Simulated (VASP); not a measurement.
# BN: single point with PBE+D3(BJ)

The system is BN.

```
B N
1.0
     2.60670    0.00000    0.00000
    -1.30335    2.25746    0.00000
     0.00000    0.00000    6.08750
B N
2 2
Direct
  0.33333 0.66667 0.25000
  0.66667 0.33333 0.75000
  0.33333 0.66667 0.75000
  0.66667 0.33333 0.25000
```

This cell differs from its parent crystal: strain +0.040 along x and y, -0.080 along z.

| Item | Value |
| --- | --- |
| Program | VASP 6.6.1 |
| Task | single point |
| Functional | PBE |
| Dispersion | D3(BJ) |
| Potentials or basis | VASP PAW PBE potentials, release 64 (B, N) |
| Cutoff | 520 eV |
| k mesh | 12 × 12 × 4 |
| Occupations | gaussian, width 0.05 eV |
| Spin | no spin polarisation |
| Dipole correction | no |
| Further INCAR settings | ALGO = Normal; EDIFF = 1e-06; NBANDS = 16 |

The pressure is -24.5 GPa. The band gap on the k mesh is 3.93 eV, indirect (least direct gap 4.13 eV) and the dispersion energy per atom is -0.144 eV.

Stress tensor (GPa, compression positive):
```
-38.32   0.00   0.00
  0.00 -38.32   0.00
  0.00   0.00   3.20
```

Levels at points of the mesh, in eV from the valence-band top:
| k point | band 5 | band 6 | band 7 | band 8 | band 9 | band 10 | band 11 | band 12 |
| --- | --- | --- | --- | --- | --- | --- | --- | --- |
| (0.00, 0.00, 0.00) | -1.56 | -1.56 | -1.46 | -1.46 | 5.64 | 10.33 | 10.40 | 10.40 |
| (0.50, 0.00, 0.00) | -4.09 | -3.93 | -1.79 | -0.21 | 3.93 | 5.76 | 8.46 | 8.49 |
| (0.00, 0.00, 0.50) | -1.51 | -1.51 | -1.51 | -1.51 | 8.13 | 8.13 | 10.53 | 10.53 |
| (0.50, 0.00, 0.50) | -4.01 | -4.01 | -0.91 | -0.91 | 4.39 | 4.39 | 8.66 | 8.66 |

It took 12 s on 1 thread of Intel(R) Xeon(R) 6975P-C (Granite Rapids), on a shared host, peak memory 0.17 GiB.

Caveat: the cell differs from its parent crystal (strain +0.040 along x and y, -0.080 along z). A k mesh can miss the band edges.
